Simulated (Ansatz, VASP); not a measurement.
# CoSbH4: VASP beside Ansatz

```
Co Sb H
1.0
     2.63038   -2.68304    0.00000
     2.63038    2.68304    0.00000
     0.00000    0.00000    6.03379
Co Sb H
1 1 4
Direct
  0.50000 0.50000 0.50000
  0.00000 0.00000 0.50000
  0.58311 0.58311 0.75593
  0.41689 0.41689 0.75593
  0.41689 0.41689 0.24407
  0.58311 0.58311 0.24407
```

Alike in both runs: functional PBE; k mesh 8 × 8 × 6; occupations gaussian, width 0.1 eV; collinear spin.

Ansatz relaxed the structure, and its values are those at the end. VASP's run is a single point on that final structure, the one shown.

|  | VASP | Ansatz |
| --- | --- | --- |
| version | VASP 6.6.1 | Ansatz 0.2.0 |
| potentials or method | VASP PAW PBE potentials, release 64 (Co, Sb, H), cutoff 520 eV | scalar-relativistic, plane waves, PAW |
| valence electrons in the cell | 18 | 36 |

Ansatz gave:

```
gap on the k mesh at the Fermi level (eV)                     : none
pressure (GPa)                                                : 0.0
rms of the force components (eV/Å)                            : 0.001
net moment per atom (μB)                                      : 0.21
size of the moment on the site where the two differ most (μB) : 0.43
```

**Question.** What did VASP give for the same quantities?

**Answer.** gap on the k mesh at the Fermi level (eV): none; pressure (GPa): -0.1; rms of the force components (eV/Å): 0.008; net moment per atom (μB): 0.21; size of the moment on the site where the two differ most (μB): 0.48.

Site moments also hang on the region over which each program counts them. A gap of «none» marks a metal or a gap that the smearing closes. VASP's potentials hold 18 valence electrons a cell and Ansatz's 36, so a difference there can come from the potentials and not from the codes.

Neither program's run includes spin-orbit coupling.
